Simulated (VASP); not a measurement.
**ZrN: single point with PBEsol**

ZrN:

```
Zr N
1.0
     0.00000    2.28423    2.30707
     2.28423    0.00000    2.30707
     2.28423    2.28423    0.00000
Zr N
1 1
Direct
  0.00000 0.00000 0.00000
  0.50000 0.50000 0.50000
```

This cell differs from its parent crystal: zz strain of +1 %.

```json
{
  "Program": "VASP 6.6.1",
  "Task": "single point",
  "Functional": "PBEsol",
  "Potentials or basis": "VASP PAW PBE potentials, release 64 (Zr_sv, N)",
  "Cutoff": "600 eV",
  "k mesh": "9 × 9 × 9",
  "Occupations": "fermi-dirac, width 0.01 eV",
  "Spin": "no spin polarisation"
}
```

```json
{
  "Pressure": "-5.0 GPa",
  "Band gap on the k mesh": "zero (an odd number of electrons rules out a gap without spin polarisation)"
}
```

Stress tensor (GPa, compression positive):
```
-4.10  0.00  0.00
 0.00 -4.10  0.00
 0.00  0.00 -6.87
```

Levels at points of the mesh, in eV from the Fermi level:
```
           k point  band 7  band 8  band 9  band 10  band 11  band 12
(0.00, 0.00, 0.00)   -2.59   -2.59   -0.45    -0.35    -0.35     1.52
```

Wall time 16 s on 1 thread of Intel(R) Xeon(R) 6975P-C (Granite Rapids) (shared host), peak memory 0.17 GiB.

Caveat: the cell differs from its parent crystal (zz strain of +1 %); the cell stands under tension; the PAW data sets were made with another functional, which shifts forces and pressure a little.
